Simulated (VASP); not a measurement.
## Al2O3: single point with PBE

Al2O3:

```xyz
10
Lattice="2.3529 1.3585 4.5661 -2.3529 1.3585 4.5661 0.0000 -2.7169 4.5661" Properties=species:S:1:pos:R:3 pbc="T T T"
Al    0.0000    0.0000   11.8292
Al    0.0000    0.0000    8.7181
Al    0.0000    0.0000    1.8690
Al    0.0000    0.0000    4.9801
O    -0.9122   -1.3585    5.7076
O     1.6326   -0.1108    5.7076
O    -0.7204    1.4692    5.7076
O     0.9122    1.3585    7.9906
O    -1.6326    0.1108    7.9906
O     0.7204   -1.4692    7.9906
```

This cell differs from its parent crystal: c/a of the conventional cell at fixed volume 2.9109.

```json
{
 "Program": "VASP 6.6.1",
 "Task": "single point",
 "Functional": "PBE",
 "Potentials or basis": "VASP PAW PBE potentials, release 64 (Al, O)",
 "Cutoff": "520 eV",
 "k mesh": "6 × 6 × 6",
 "Occupations": "gaussian, width 0.05 eV",
 "Spin": "no spin polarisation",
 "Dipole correction": "no",
 "Further INCAR settings": "ALGO = Normal; EDIFF = 1e-07; NBANDS = 35"
}
```

```yaml
Pressure: 6.9 GPa
Largest_force: 2.111 eV/Å
Band_gap_on_the_k_mesh: 5.46 eV, direct
```

Forces on the atoms (eV/Å):
```
Al   0.000  0.000 -2.111
Al   0.000  0.000  2.111
Al   0.000  0.000  2.111
Al   0.000  0.000 -2.111
O   -0.180  0.000  0.000
O    0.090 -0.156  0.000
O    0.090  0.156  0.000
O    0.180  0.000  0.000
O   -0.090  0.156  0.000
O   -0.090 -0.156  0.000
```

Stress tensor (GPa, compression positive):
```
 17.50   0.00   0.00
  0.00  17.50   0.00
  0.00   0.00 -14.18
```

Levels at points of the mesh, in eV from the valence-band top:
```csv
k point,band 22,band 23,band 24,band 25,band 26,band 27
"(0.00, 0.00, 0.00)",-0.42,0.00,0.00,5.46,9.39,9.49
"(0.50, 0.00, 0.00)",-1.15,-0.44,-0.44,8.62,8.62,8.79
"(0.50, 0.50, 0.00)",-0.94,-0.86,-0.57,8.97,9.14,9.71
"(0.50, 0.50, 0.50)",-0.33,-0.33,-0.33,8.31,8.31,9.62
```

Wall time 110 s on 1 thread of Intel(R) Xeon(R) Platinum 8259CL CPU @ 2.50GHz (Skylake/Cascade Lake) (shared host), peak memory 0.26 GiB.

Caveat: forces of over 1 eV/Å act on the atoms, so gaps and moduli don't describe the material at rest.
